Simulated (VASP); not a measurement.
# SnO2 (R3m) in VASP: further runs

SnO2 is run at these levels: LDA; tasks: single point.

Everything below comes from runs of VASP 6.6.1. Logs are shortened: lines on timing, memory, paths and dates and some standing lists are left out, and cuts for length are marked.

## Step 1: The cell of the first run

The typed cell holds 12 atoms: a = 5.284 Å, b = 5.284 Å, c = 5.284 Å, α = 71.09°, β = 71.09°, γ = 71.09°.

## Step 2: Single point, LDA (10.67 Å³/atom)

INCAR

```
SYSTEM = SnO2
PREC = Accurate
ENCUT = 520
EDIFF = 1E-6
ISMEAR = 0
SIGMA = 0.05
LREAL = .FALSE.
LASPH = .TRUE.
NELM = 100
ALGO = Normal
ISIF = 2
LWAVE = .FALSE.
LCHARG = .FALSE.
GGA = CA
NBANDS = 64
```

KPOINTS

```
Automatic mesh
0
G
  6 6 6
  0 0 0
```

POSCAR

```
SnO2
1.0
    3.0716587119      1.7734229842      3.9163996027
   -3.0716587119      1.7734229842      3.9163996027
    0.0000000000     -3.5468459684      3.9163996027
Sn O
4 8
Direct
    0.8645353782      0.8645353782      0.8645353782
    0.3648691645      0.3648691645      0.8648751974
    0.3648691645      0.8648751974      0.3648691645
    0.8648751974      0.3648691645      0.3648691645
    0.1199116729      0.6196051221      0.6196051221
    0.6196051221      0.1199116729      0.6196051221
    0.6196051221      0.6196051221      0.1199116729
    0.6099370359      0.6099370359      0.6099370359
    0.1198492242      0.1198492242      0.1198492242
    0.1096932183      0.1096932183      0.6100024814
    0.1096932183      0.6100024814      0.1096932183
    0.6100024814      0.1096932183      0.1096932183
```

Potentials or basis: VASP PAW LDA potentials, release 64 (Sn_d, O).

Run with:

```console
$ cat potpaw_LDA.64/Sn_d/POTCAR potpaw_LDA.64/O/POTCAR > POTCAR
$ mpirun -np 1 vasp_std > vasp.out
```

OUTCAR:

```text
SYSTEM = SnO2
   PREC = Accurate
   ENCUT = 520
   EDIFF = 1E-6
   ISMEAR = 0
   LREAL = .FALSE.
   LASPH = .TRUE.
   NELM = 100
   ISIF = 2
   GGA = CA

 ion  position               nearest neighbor table
   1  0.865  0.865  0.865-   5 2.00   6 2.00   7 2.00  11 2.00  12 2.00  10 2.00   2 3.07   2 3.07
                             3 3.07   4 3.07   3 3.07   4 3.07
   2  0.365  0.365  0.865-  11 2.00  12 2.00   9 2.00   8 2.00   5 2.00   6 2.00   3 3.07   4 3.07
                             1 3.07   1 3.07   4 3.07   3 3.07
   3  0.365  0.865  0.365-  10 2.00  12 2.00   9 2.00   8 2.00   7 2.00   5 2.00   4 3.07   2 3.07
                             1 3.07   1 3.07   4 3.07   2 3.07
   4  0.865  0.365  0.365-  10 2.00  11 2.00   9 2.00   8 2.00   7 2.00   6 2.00   3 3.07   2 3.07
                             1 3.07   1 3.07   3 3.07   2 3.07
   5  0.120  0.620  0.620-   1 2.00   2 2.00   3 2.00
   6  0.620  0.120  0.620-   1 2.00   2 2.00   4 2.00
   7  0.620  0.620  0.120-   1 2.00   3 2.00   4 2.00
   8  0.610  0.610  0.610-   3 2.00   4 2.00   2 2.00
   9  0.120  0.120  0.120-   3 2.00   4 2.00   2 2.00
  10  0.110  0.110  0.610-   3 2.00   4 2.00   1 2.00
  11  0.110  0.610  0.110-   2 2.00   4 2.00   1 2.00
  12  0.610  0.110  0.110-   2 2.00   3 2.00   1 2.00

  LATTYP: Found a trigonal (rhomboedric) cell.
 ALAT       =     5.2837772636
 COS(alpha) =     0.3240930495

  Lattice vectors:

 A1 = (   3.0716587119,   1.7734229842,   3.9163996027)
 A2 = (  -3.0716587119,   1.7734229842,   3.9163996027)
 A3 = (   0.0000000000,  -3.5468459684,   3.9163996027)

Analysis of symmetry for initial positions (statically):
=====================================================================
 Subroutine PRICEL returns:
 Original cell was already a primitive cell.

 Routine SETGRP: Setting up the symmetry group for a
 trigonal (rhombohedral) supercell.

 Subroutine GETGRP returns: Found  6 space group operations
 (whereof  6 operations were pure point group operations)
 out of a pool of 12 trial point group operations.

The static configuration has the point symmetry C_3v.

Analysis of symmetry for dynamics (positions and initial velocities):
=====================================================================
 Subroutine PRICEL returns:
 Original cell was already a primitive cell.

 Routine SETGRP: Setting up the symmetry group for a
 trigonal (rhombohedral) supercell.

 Subroutine GETGRP returns: Found  6 space group operations
 (whereof  6 operations were pure point group operations)
[... 128 lines left out ...]
   ISIF   =      2    stress and relaxation
   ISYM   =      2    0-nonsym 1-usesym 2-fastsym
   POTIM  = 0.5000    time-step for ionic-motion
   TEBEG  =    0.0;   TEEND  =   0.0 temperature during run
   PSTRESS=    0.0 pullay stress
   NELECT =     104.0000    total number of electrons
   NUPDOWN=      -1.0000    fix difference up-down
   EMIN   =  10.00;   EMAX   =-10.00  energy-range for DOS
   EFERMI =   0.00;   METHOD = LEGACY
   ISMEAR =     0;   SIGMA  =   0.05  broadening in eV -4-tet -1-fermi 0-gaus
   EFERMI_NEDOS =   21; number of points for ismear=-14 and -15
   IALGO  =     38    algorithm
   IMIX   =      4    mixing-type and parameters
     AMIX     =   0.40;   BMIX     =  1.00
     AMIX_MAG =   1.60;   BMIX_MAG =  1.00
  volume/ion in A,a.u.               =      10.67        71.98
  Fermi-wavevector in a.u.,A,eV,Ry     =   1.527606  2.886757 31.750296  2.333581
  Thomas-Fermi vector in A             =   2.635479
   LORBIT       =      0    0 simple, 1 ext, 2 COOP (PROOUT), +10 PAW based schemes
   GGA     = CA    functional components
   LHFCALC =     F    Hartree Fock is set to
   AEXX    =    0.0000 exact exchange contribution
   IVDW    =     0    specifies the selected vdW correction
   LEPSILON=     F    determine dielectric tensor
   LRPA    =     F    only Hartree local field effects (RPA)
 non-spin polarized calculation
 Gauss-broadening in eV      SIGMA  =   0.05
  energy-cutoff  :      520.00
  volume of cell :      128.00
 maximum number of plane-waves:      3479
   NGX = 19   NGY = 19   NGZ = 19

 number of electron     104.0000001 magnetization

 Free energy of the ion-electron system (eV)
  ---------------------------------------------------
  ext. energy  EPLUGINS =         0.00000000
  ---------------------------------------------------
  free energy    TOTEN  =       -80.41536133 eV

  energy without entropy =      -80.41536133  energy(sigma->0) =      -80.41536133

 E-fermi :   7.4068     XC(G=0): -12.3695

 val. band max:        7.1419242478   @ k =   0.0000   0.0000   0.0000
 cond. band min:       9.8889290846   @ k =   0.0000   0.0000   0.0000
 fundamental gap:      2.7470048368
 Fermi energy:         7.4067644284

 k-point     1 :       0.0000    0.0000    0.0000
  band No.  band energies     occupation
      1     -14.1585      2.00000
      2     -14.1585      2.00000
      3     -14.1585      2.00000
      4     -13.6520      2.00000
      5     -12.7799      2.00000
      6     -12.7799      2.00000
[... 1597 lines left out ...]
     63      17.7498      0.00000
     64      17.9360      0.00000

 [... further k-points ...]
[... 5 lines left out ...]
  --------------------------------------------------------------------------------------
  -------------------------------------------------------------------------------------
  Total       33.4911665     33.4911665     17.9130650      0.0000000      0.0000000      0.0000000
  in kB      419.1961794    419.1961794    224.2110135      0.0000000      0.0000000      0.0000000
  external PRESSURE =     354.2011241 kB  Pullay stress =       0.0000000 kB

 VOLUME and BASIS-vectors are now :
 -----------------------------------------------------------------------------
  energy-cutoff  :      520.00
  volume of cell :      128.00
      direct lattice vectors                 reciprocal lattice vectors
     3.071658712  1.773422984  3.916399603     0.162778501  0.093980211  0.085112186
    -3.071658712  1.773422984  3.916399603    -0.162778501  0.093980211  0.085112186
     0.000000000 -3.546845968  3.916399603     0.000000000 -0.187960422  0.085112186

 POSITION                                       TOTAL-FORCE (eV/Angst)
 -----------------------------------------------------------------------------------
      0.00000      0.00000     10.15760         0.000000      0.000000     -0.004033
      0.00000     -1.77344      6.24514         0.000000     -0.000657      0.001597
     -1.53585      0.88672      6.24514        -0.000569      0.000328      0.001597
      1.53585      0.88672      6.24514         0.000569      0.000328      0.001597
     -1.53489     -0.88617      5.32286         0.003506      0.002024     -1.802047
      1.53489     -0.88617      5.32286        -0.003506      0.002024     -1.802047
      0.00000      1.77234      5.32286         0.000000     -0.004048     -1.802047
      0.00000      0.00000      7.16627         0.000000      0.000000      1.801169
      0.00000      0.00000      1.40813         0.000000      0.000000     -1.803607
      0.00000     -1.77452      3.24822         0.000000     -0.003841      1.802607
     -1.53678      0.88726      3.24822        -0.003327      0.001921      1.802607
      1.53678      0.88726      3.24822         0.003327      0.001921      1.802607
 -----------------------------------------------------------------------------------
    total drift:                               -0.000000      0.000000     -0.001235

  FREE ENERGIE OF THE ION-ELECTRON SYSTEM (eV)
  ---------------------------------------------------
  free  energy   TOTEN  =       -80.4153613274 eV

  energy  without entropy=      -80.4153613274  energy(sigma->0) =      -80.41536133
```

OSZICAR:

```text
N       E                     dE             d eps       ncg     rms          rms(c)
DAV:   1     0.163834646166E+04    0.16383E+04   -0.48488E+04  4832   0.270E+03
DAV:   2     0.273138530938E+03   -0.13652E+04   -0.12896E+04  4224   0.836E+02
DAV:   3    -0.637353467569E+02   -0.33687E+03   -0.32850E+03  4368   0.292E+02
DAV:   4    -0.925691661133E+02   -0.28834E+02   -0.28509E+02  5016   0.956E+01
DAV:   5    -0.934050876535E+02   -0.83592E+00   -0.83327E+00  4880   0.168E+01    0.238E+01
DAV:   6    -0.804788259789E+02    0.12926E+02   -0.40363E+01  6616   0.697E+01    0.948E+00
DAV:   7    -0.806154085908E+02   -0.13658E+00   -0.54678E+00  4664   0.975E+00    0.494E+00
DAV:   8    -0.804544181589E+02    0.16099E+00   -0.68388E-01  5704   0.794E+00    0.116E+00
DAV:   9    -0.804145490484E+02    0.39869E-01   -0.19278E-01  6120   0.559E+00    0.243E-01
DAV:  10    -0.804152595989E+02   -0.71055E-03   -0.17220E-02  4776   0.923E-01    0.125E-01
DAV:  11    -0.804153710518E+02   -0.11145E-03   -0.13824E-03  6032   0.326E-01    0.333E-02
DAV:  12    -0.804153754039E+02   -0.43521E-05   -0.14660E-04  5856   0.931E-02    0.245E-02
DAV:  13    -0.804153604073E+02    0.14997E-04   -0.48074E-05  5808   0.105E-01    0.286E-03
DAV:  14    -0.804153613274E+02   -0.92003E-06   -0.94638E-06  5240   0.193E-02
   1 F= -.80415361E+02 E0= -.80415361E+02  d E =-.312807E-15
```

It took 2.5 min on 1 thread of Intel Xeon 6975P-C (Granite Rapids), shared host; peak memory 0.31 GiB.

Results:

```yaml
Free_energy: -80.4154 eV
Pressure: 35.4 GPa
Largest_force: 1.804 eV/Å
Band_gap_on_the_k_mesh: 2.75 eV
```

Forces on the atoms (eV/Å):
```
Sn   0.000  0.000 -0.004
Sn   0.000 -0.001  0.002
Sn  -0.001  0.000  0.002
Sn   0.001  0.000  0.002
O    0.004  0.002 -1.802
O   -0.004  0.002 -1.802
O    0.000 -0.004 -1.802
O    0.000  0.000  1.801
O    0.000  0.000 -1.804
O    0.000 -0.004  1.803
O   -0.003  0.002  1.803
O    0.003  0.002  1.803
```

Levels at points of the mesh, in eV from the valence-band top:
| k point | band 48 | band 49 | band 50 | band 51 | band 52 | band 53 | band 54 | band 55 | band 56 | band 57 |
| --- | --- | --- | --- | --- | --- | --- | --- | --- | --- | --- |
| (0.00, 0.00, 0.00) | -0.48 | -0.10 | 0.00 | 0.00 | 0.00 | 2.75 | 5.74 | 5.85 | 5.85 | 5.85 |
| (0.50, 0.00, 0.00) | -0.74 | -0.38 | -0.38 | -0.12 | -0.11 | 5.50 | 5.50 | 7.10 | 7.10 | 7.20 |
| (0.50, 0.50, 0.00) | -1.01 | -0.76 | -0.76 | -0.18 | -0.18 | 6.04 | 6.04 | 7.17 | 7.17 | 8.39 |
| (0.50, 0.50, 0.50) | -1.14 | -1.14 | -1.13 | -1.13 | -1.13 | 4.98 | 6.74 | 6.92 | 6.92 | 6.92 |

Caveat: the cell stands under pressure; spin-orbit coupling is left out, which moves the levels of the heavy elements; forces of over 1 eV/Å act on the atoms, so gaps and moduli don't describe the material at rest.

## Step 3: Single point, LDA (12.12 Å³/atom)

This run uses another cell than the first one, of 12.12 Å³/atom.

INCAR

```
SYSTEM = SnO2
  PREC = Accurate
  ENCUT = 520
  EDIFF = 1E-6
  ISMEAR = 0
  SIGMA = 0.05
  LREAL = .False.
  LASPH = .True.
  NELM = 100
  ALGO = Normal
  ISIF = 2
  LWAVE = .False.
  LCHARG = .False.
  GGA = CA
  NBANDS = 64
```

KPOINTS

```
Automatic mesh
0
Gamma
  6 6 6
  0 0 0
```

Changes to POSCAR since step 2:

```diff
@@ -2,5 +2,5 @@
 1.0
-    3.0716587119      1.7734229842      3.9163996027
-   -3.0716587119      1.7734229842      3.9163996027
-    0.0000000000     -3.5468459684      3.9163996027
+    3.1095970151      1.7953266738      4.3424485783
+   -3.1095970151      1.7953266738      4.3424485783
+    0.0000000000     -3.5906533475      4.3424485784
 Sn O
```

Potentials or basis: VASP PAW LDA potentials, release 64 (Sn_d, O).

Run with:

```console
$ cat potpaw_LDA.64/Sn_d/POTCAR potpaw_LDA.64/O/POTCAR > POTCAR
$ mpirun -np 1 vasp_std > vasp.out
```

It took 8.7 min on 1 thread of Intel Xeon 8259CL, shared host; peak memory 0.35 GiB.

It converged, with:

| Property | Result |
| --- | --- |
| Free energy | -81.8759 eV |
| Pressure | 8.0 GPa |
| Largest force | 0.029 eV/Å |
| Band gap on the k mesh | 2.22 eV |

Forces on the atoms (eV/Å):
```
Sn   0.000  0.000  0.006
Sn   0.000  0.001 -0.002
Sn   0.001 -0.001 -0.002
Sn  -0.001 -0.001 -0.002
O    0.001  0.001  0.026
O   -0.001  0.001  0.026
O    0.000 -0.001  0.026
O    0.000  0.000 -0.029
O    0.000  0.000  0.022
O    0.000 -0.001 -0.024
O   -0.001  0.001 -0.024
O    0.001  0.001 -0.024
```

Stress tensor (GPa, compression positive):
```
12.18  0.00  0.00
 0.00 12.18  0.00
 0.00  0.00 -0.29
```

Levels at points of the mesh, in eV from the valence-band top:
| k point | band 49 | band 50 | band 51 | band 52 | band 53 | band 54 | band 55 | band 56 |
| --- | --- | --- | --- | --- | --- | --- | --- | --- |
| (0.00, 0.00, 0.00) | -0.04 | 0.00 | 0.00 | 0.00 | 2.22 | 5.35 | 5.35 | 5.35 |
| (0.50, 0.00, 0.00) | -0.47 | -0.47 | -0.07 | -0.07 | 4.80 | 4.80 | 6.31 | 6.31 |
| (0.50, 0.50, 0.00) | -0.70 | -0.70 | -0.14 | -0.14 | 5.19 | 5.19 | 6.34 | 6.34 |
| (0.50, 0.50, 0.50) | -0.88 | -0.88 | -0.86 | -0.86 | 4.07 | 5.98 | 5.98 | 5.98 |

Caveat: the cell stands under pressure; spin-orbit coupling is left out, which moves the levels of the heavy elements.
